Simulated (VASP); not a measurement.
# Cs (P4/mmm) in VASP: notebook

The runs below take Cs through single point, with PBE.

All numbers are computed with VASP 6.6.1; they aren't measurements. Logs are shortened: lines on timing, memory, paths and dates and some standing lists are left out, and cuts for length are marked.

## Step 1: The cell of the first run

It takes space group P4/mmm (No. 123, tetragonal). Conventional cell: a = 5.044 Å, b = 5.044 Å, c = 4.946 Å, α = 90.00°, β = 90.00°, γ = 90.00°.

The cell was generated, and may not be a known phase.

## Step 2: Single point, PBE

File INCAR:

```
PREC = Accurate
ENCUT = 520
EDIFF = 1E-6
ISMEAR = 0
SIGMA = 0.1
LREAL = False
LASPH = True
NELM = 80
ALGO = Normal
ISIF = 2
LWAVE = False
LCHARG = True
GGA = PE
LELF = True
LVHAR = True
NBANDS = 10
```

File KPOINTS:

```
regular mesh
0
Gamma
  4 4 4
```

File POSCAR:

```
Cs
1.0
    5.0436078170      0.0000000000      0.0000000000
    0.0000000000      5.0436078170      0.0000000000
    0.0000000000      0.0000000000      4.9457641801
Cs
1
Direct
    0.5000000000      0.5000000000      0.5000000000
```

Potentials or basis: VASP PAW PBE potentials, release 64 (Cs_sv).

On the command line:

```sh
cat potpaw_PBE.64/Cs_sv/POTCAR > POTCAR
mpirun -np 1 vasp_std > vasp.out
```

OUTCAR:

```text
PREC = Accurate
   ENCUT = 520
   EDIFF = 1E-6
   ISMEAR = 0
   LREAL = False
   LASPH = True
   NELM = 80
   ISIF = 2
   GGA = PE

 ion  position               nearest neighbor table
   1  0.500  0.500  0.500-

  LATTYP: Found a simple tetragonal cell.
 ALAT       =     5.0436078170
 C/A-ratio  =     0.9806004669

  Lattice vectors:

 A1 = (   5.0436078170,   0.0000000000,   0.0000000000)
 A2 = (   0.0000000000,   5.0436078170,   0.0000000000)
 A3 = (   0.0000000000,   0.0000000000,   4.9457641801)

Analysis of symmetry for initial positions (statically):
=====================================================================
 Subroutine PRICEL returns:
 Original cell was already a primitive cell.

 Routine SETGRP: Setting up the symmetry group for a
 simple tetragonal supercell.

 Subroutine GETGRP returns: Found 16 space group operations
 (whereof 16 operations were pure point group operations)
 out of a pool of 16 trial point group operations.

The static configuration has the point symmetry D_4h.

Analysis of symmetry for dynamics (positions and initial velocities):
=====================================================================
 Subroutine PRICEL returns:
 Original cell was already a primitive cell.

 Routine SETGRP: Setting up the symmetry group for a
 simple tetragonal supercell.

 Subroutine GETGRP returns: Found 16 space group operations
 (whereof 16 operations were pure point group operations)
 out of a pool of 16 trial point group operations.

The dynamic configuration has the point symmetry D_4h.

 Subroutine INISYM returns: Found 16 space group operations
 (whereof 16 operations are pure point group operations),
 and found     1 'primitive' translations

----------------------------------------------------------------------------------------

                                     Primitive cell

  volume of cell :     125.8102

  direct lattice vectors                    reciprocal lattice vectors
     5.043607817  0.000000000  0.000000000     0.198270769  0.000000000  0.000000000
     0.000000000  5.043607817  0.000000000     0.000000000  0.198270769  0.000000000
     0.000000000  0.000000000  4.945764180     0.000000000  0.000000000  0.202193223

  length of vectors
     5.043607817  5.043607817  4.945764180     0.198270769  0.198270769  0.202193223

  position of ions in fractional coordinates (direct lattice)
     0.500000000  0.500000000  0.500000000

  ion indices of the primitive-cell ions
   primitive index   ion index
                 1           1

----------------------------------------------------------------------------------------

 KPOINTS: regular mesh

Automatic generation of k-mesh.
 Grid dimensions read from file:
 generate k-points for:    4    4    4

 Generating k-lattice:

  Cartesian coordinates                     Fractional coordinates (reciprocal lattice)
     0.049567692  0.000000000  0.000000000     0.250000000  0.000000000  0.000000000
     0.000000000  0.049567692  0.000000000     0.000000000  0.250000000  0.000000000
     0.000000000  0.000000000  0.050548306     0.000000000  0.000000000  0.250000000

  Length of vectors
     0.049567692  0.049567692  0.050548306

  Shift w.r.t. Gamma in fractional coordinates (k-lattice)
     0.000000000  0.000000000  0.000000000

 Subroutine IBZKPT returns following result:
 ===========================================

 Found     18 irreducible k-points:

 Following reciprocal coordinates:
            Coordinates               Weight
  0.000000  0.000000  0.000000      1.000000
  0.250000  0.000000  0.000000      4.000000
  0.500000  0.000000  0.000000      2.000000
  0.250000  0.250000  0.000000      4.000000
  0.500000  0.250000  0.000000      4.000000
  0.500000  0.500000  0.000000      1.000000
[... 10 lines left out ...]
  0.500000  0.250000  0.500000      4.000000
  0.500000  0.500000  0.500000      1.000000
   k-points           NKPTS =     18   k-points in BZ     NKDIM =     18   number of bands    NBANDS=     10
   number of dos      NEDOS =    301   number of ions     NIONS =      1
   total plane-waves  NPLWV =  64000
   dimension x,y,z NGX =    40 NGY =   40 NGZ =   40
   dimension x,y,z NGXF=    80 NGYF=   80 NGZF=   80
   ions per type =               1
   NGX,Y,Z   is equivalent  to a cutoff of  13.18, 13.18, 13.45 a.u.
   NGXF,Y,Z  is equivalent  to a cutoff of  26.37, 26.37, 26.89 a.u.
 SYSTEM =  unknown system
   PREC   = accura    normal or accurate (medium, high low for compatibility)
   ISTART =      0    job   : 0-new  1-cont  2-samecut
   ICHARG =      2    charge: 1-file 2-atom 10-const
   ISPIN  =      1    spin polarized calculation?
   LNONCOLLINEAR =      F non collinear calculations
   LSORBIT =      F    spin-orbit coupling
   LASPH  =      T    aspherical Exc in radial PAW
   ENCUT  =  520.0 eV  38.22 Ry    6.18 a.u.   9.38  9.38  9.20*2*pi/ulx,y,z
   NELM   =     80;   NELMIN=  2; NELMDL= -5     # of ELM steps
   EDIFF  = 0.1E-05   stopping-criterion for ELM
   LREAL  =      F    real-space projection
   EDIFFG = 0.1E-04   stopping-criterion for IOM
   NSW    =      0    number of steps for IOM
   IBRION =     -1    ionic relax: 0-MD 1-quasi-New 2-CG
   NFREE  =      0    steps in history (QN), initial steepest desc. (CG)
   ISIF   =      2    stress and relaxation
   ISYM   =      2    0-nonsym 1-usesym 2-fastsym
   POTIM  = 0.5000    time-step for ionic-motion
   TEBEG  =    0.0;   TEEND  =   0.0 temperature during run
   PSTRESS=    0.0 pullay stress
   NELECT =       9.0000    total number of electrons
   NUPDOWN=      -1.0000    fix difference up-down
   EMIN   =  10.00;   EMAX   =-10.00  energy-range for DOS
   EFERMI =   0.00;   METHOD = LEGACY
   ISMEAR =     0;   SIGMA  =   0.10  broadening in eV -4-tet -1-fermi 0-gaus
   EFERMI_NEDOS =   21; number of points for ismear=-14 and -15
   IALGO  =     38    algorithm
   IMIX   =      4    mixing-type and parameters
     AMIX     =   0.40;   BMIX     =  1.00
     AMIX_MAG =   1.60;   BMIX_MAG =  1.00
  volume/ion in A,a.u.               =     125.81       849.01
  Fermi-wavevector in a.u.,A,eV,Ry     =   0.679595  1.284249  6.283846  0.461850
  Thomas-Fermi vector in A             =   1.757839
   LORBIT       =      0    0 simple, 1 ext, 2 COOP (PROOUT), +10 PAW based schemes
   GGA     = PE    functional components
   LHFCALC =     F    Hartree Fock is set to
   AEXX    =    0.0000 exact exchange contribution
   IVDW    =     0    specifies the selected vdW correction
   LEPSILON=     F    determine dielectric tensor
   LRPA    =     F    only Hartree local field effects (RPA)
 non-spin polarized calculation
 Gauss-broadening in eV      SIGMA  =   0.10
  energy-cutoff  :      520.00
  volume of cell :      125.81
 maximum number of plane-waves:      3418
 NGX is ok and might be reduce to    40
   NGX = 19   NGY = 19   NGZ = 19

 number of electron       9.0000000 magnetization

 Free energy of the ion-electron system (eV)
  ---------------------------------------------------
  ext. energy  EPLUGINS =         0.00000000
  ---------------------------------------------------
  free energy    TOTEN  =        -0.76809863 eV

  energy without entropy =       -0.76064433  energy(sigma->0) =       -0.76437148

 E-fermi :   0.5202     XC(G=0):  -5.1725

 val. band max:        0.1140828603   @ k =   0.0000   0.0000   0.5000
 cond. band min:       0.5745615382   @ k =   0.5000   0.2500   0.0000
 fundamental gap:      0.4604786780
 Fermi energy:         0.5202285438

 k-point     1 :       0.0000    0.0000    0.0000
  band No.  band energies     occupation
      1     -23.7780      2.00000
      2     -10.5145      2.00000
      3     -10.5145      2.00000
      4     -10.4998      2.00000
      5      -1.3228      2.00000
      6       1.6061      0.00000
      7       1.6263      0.00000
      8       4.4550      0.00000
      9       4.5330      0.00000
     10       4.5330      0.00000

 k-point     2 :       0.2500    0.0000    0.0000
  band No.  band energies     occupation
      1     -23.7751      2.00000
      2     -10.5922      2.00000
      3     -10.5078      2.00000
      4     -10.4933      2.00000
      5      -0.8559      2.00000
      6       1.5324      0.00000
      7       1.7991      0.00000
      8       3.5354      0.00000
      9       3.6566      0.00000
     10       4.2486      0.00000

 k-point     3 :       0.5000    0.0000    0.0000
  band No.  band energies     occupation
      1     -23.7721      2.00000
      2     -10.6673      2.00000
      3     -10.5012      2.00000
      4     -10.4868      2.00000
      5       0.0419      2.00000
      6       0.6664      0.03872
      7       2.0199      0.00000
      8       3.0853      0.00000
      9       3.2095      0.00000
     10       4.6806      0.00000

 k-point     4 :       0.2500    0.2500    0.0000
  band No.  band energies     occupation
      1     -23.7721      2.00000
      2     -10.5859      2.00000
      3     -10.5819      2.00000
      4     -10.4870      2.00000
      5      -0.4098      2.00000
      6       1.6085      0.00000
      7       1.9026      0.00000
      8       2.7154      0.00000
      9       3.6793      0.00000
     10       3.9588      0.00000

 k-point     5 :       0.5000    0.2500    0.0000
  band No.  band energies     occupation
      1     -23.7691      2.00000
      2     -10.6575      2.00000
      3     -10.5756      2.00000
      4     -10.4806      2.00000
      5       0.5746      0.44226
      6       0.6600      0.04802
      7       2.2634      0.00000
      8       2.5075      0.00000
      9       3.3585      0.00000
     10       3.9759      0.00000

 k-point     6 :       0.5000    0.5000    0.0000
  band No.  band energies     occupation
      1     -23.7662      2.00000
      2     -10.6477      2.00000
      3     -10.6477      2.00000
      4     -10.4744      2.00000
      5       0.6254      0.13701
      6       1.3792      0.00000
      7       2.2008      0.00000
      8       2.2008      0.00000
      9       3.5352      0.00000
     10       3.5352      0.00000
[... 105 lines left out ...]
 k-point    15 :       0.5000    0.0000    0.5000
  band No.  band energies     occupation
      1     -23.7644      2.00000
      2     -10.6623      2.00000
      3     -10.6437      2.00000
      4     -10.4855      2.00000
      5       0.6217      0.15139
      6       1.4534      0.00000
      7       2.2651      0.00000
      8       2.2716      0.00000
      9       3.3906      0.00000
     10       3.4617      0.00000

 k-point    16 :       0.2500    0.2500    0.5000
  band No.  band energies     occupation
      1     -23.7645      2.00000
      2     -10.6627      2.00000
      3     -10.5661      2.00000
      4     -10.5627      2.00000
      5       0.8139      0.00003
      6       1.1565      0.00000
      7       1.9428      0.00000
      8       2.7134      0.00000
      9       3.0319      0.00000
     10       3.5903      0.00000

 k-point    17 :       0.5000    0.2500    0.5000
  band No.  band energies     occupation
      1     -23.7615      2.00000
      2     -10.6531      2.00000
      3     -10.6348      2.00000
      4     -10.5567      2.00000
      5       0.8980      0.00000
      6       1.6978      0.00000
      7       1.7537      0.00000
      8       2.3154      0.00000
      9       3.8284      0.00000
     10       3.8301      0.00000

 k-point    18 :       0.5000    0.5000    0.5000
  band No.  band energies     occupation
      1     -23.7586      2.00000
      2     -10.6439      2.00000
      3     -10.6258      2.00000
      4     -10.6258      2.00000
      5       1.3293      0.00000
      6       1.3293      0.00000
      7       1.4016      0.00000
      8       3.2333      0.00000
      9       4.0614      0.00000
     10       4.0627      0.00000

------------------------ aborting loop because EDIFF is reached ----------------------------------------

  FORCE on cell =-STRESS in cart. coord.  units (eV):
  Direction    XX          YY          ZZ          XY          YZ          ZX
  --------------------------------------------------------------------------------------
  -------------------------------------------------------------------------------------
  Total        0.0001594      0.0001594      0.0392530      0.0000000      0.0000000     -0.0000000
  in kB        0.0020300      0.0020300      0.4998823      0.0000000      0.0000000     -0.0000000
  external PRESSURE =       0.1679808 kB  Pullay stress =       0.0000000 kB

 VOLUME and BASIS-vectors are now :
 -----------------------------------------------------------------------------
  energy-cutoff  :      520.00
  volume of cell :      125.81
      direct lattice vectors                 reciprocal lattice vectors
     5.043607817  0.000000000  0.000000000     0.198270769  0.000000000  0.000000000
     0.000000000  5.043607817  0.000000000     0.000000000  0.198270769  0.000000000
     0.000000000  0.000000000  4.945764180     0.000000000  0.000000000  0.202193223

 POSITION                                       TOTAL-FORCE (eV/Angst)
 -----------------------------------------------------------------------------------
      2.52180      2.52180      2.47288         0.000000      0.000000      0.000000
 -----------------------------------------------------------------------------------
    total drift:                                0.000000      0.000000     -0.000000

  FREE ENERGIE OF THE ION-ELECTRON SYSTEM (eV)
  ---------------------------------------------------
  free  energy   TOTEN  =        -0.7680986320 eV

  energy  without entropy=       -0.7606443297  energy(sigma->0) =       -0.76437148
```

It took 11 s on 1 thread of Intel Xeon 6975P-C (Granite Rapids), shared host; peak memory 0.23 GiB.

Results:

* Free energy: -0.7681 eV
* Pressure: 0.0 GPa
* Band gap on the k mesh: zero (an odd number of electrons rules out a gap without spin polarisation)

Caveat: spin-orbit coupling is left out, which moves the levels of the heavy elements.

(Part 1 of 2 ends here.)

The gap in the log of VASP goes by the Fermi energy; the results here count the filled bands.